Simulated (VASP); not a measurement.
Set up this calculation in VASP 6.6.1, as the native input.

- Task: single point
- Functional: PBE
- Potentials or basis: VASP PAW PBE potentials, release 64 (K_sv, Nb_sv, O)
- Cutoff: 520 eV
- k mesh: 4 × 4 × 4
- Occupations: gaussian, width 0.1 eV
- Spin: collinear spin
- Starting moments: [0.12, -0.02, -0.02, 1.66, 0.02] μB
- Dipole correction: no
- Further INCAR settings: ALGO = Normal; EDIFF = 1e-06; NBANDS = 39

The structure of KNb3O lies in POSCAR:

```
KNb3O
1.0
    2.6509030200     -3.9534160700      0.0000000000
    2.6509030200      3.9534160700      0.0000000000
    0.0000000000      0.0000000000      5.0995269300
K Nb O
1 3 1
Direct
    0.5000000000      0.5000000000      0.0000000000
    0.1469929600      0.8530070400      0.0000000000
    0.8530070400      0.1469929600      0.0000000000
    0.5000000000      0.5000000000      0.5000000000
    0.0000000000      0.0000000000      0.5000000000
```

The cell was built from a structure type or drawn by symmetry, and may not be a known phase.

One way to write it, as run:

INCAR

```
SYSTEM = KNb3O
PREC = Accurate ; ENCUT = 520
EDIFF = 1E-6 ; ISMEAR = 0
SIGMA = 0.1 ; LREAL = .False.
LASPH = .True. ; NELM = 150
ALGO = Normal ; ISIF = 2
LWAVE = .False. ; LCHARG = .False.
ISPIN = 2 ; MAGMOM = 0.12 -0.02 -0.02 1.66 0.02
LORBIT = 11 ; LMAXMIX = 4
GGA = PE ; NBANDS = 39
```

KPOINTS

```
regular mesh
0
Gamma
  4 4 4
  0 0 0
```

Potentials or basis: VASP PAW PBE potentials, release 64 (K_sv, Nb_sv, O).

The run is started by

```bash
$ cat potpaw_PBE.64/K_sv/POTCAR potpaw_PBE.64/Nb_sv/POTCAR potpaw_PBE.64/O/POTCAR > POTCAR
$ mpirun -np 1 vasp_std > vasp.out
```

Results of the run:

* Pressure: -4.5 GPa
* Largest force: 1.179 eV/Å
* Band gap on the k mesh: zero (filled and empty bands overlap)
* Net moment: 0.01 μB per cell
* Valence electrons inside the program's atomic spheres: K 7.92; Nb 10.81, 10.48 (each value once); O 4.77

Caveat: the cell stands under tension; forces of over 1 eV/Å act on the atoms, so gaps and moduli don't describe the material at rest.

Run time: 8.6 min on 1 thread of Intel Xeon 8259CL, with other jobs on the host, peak memory 0.34 GiB.
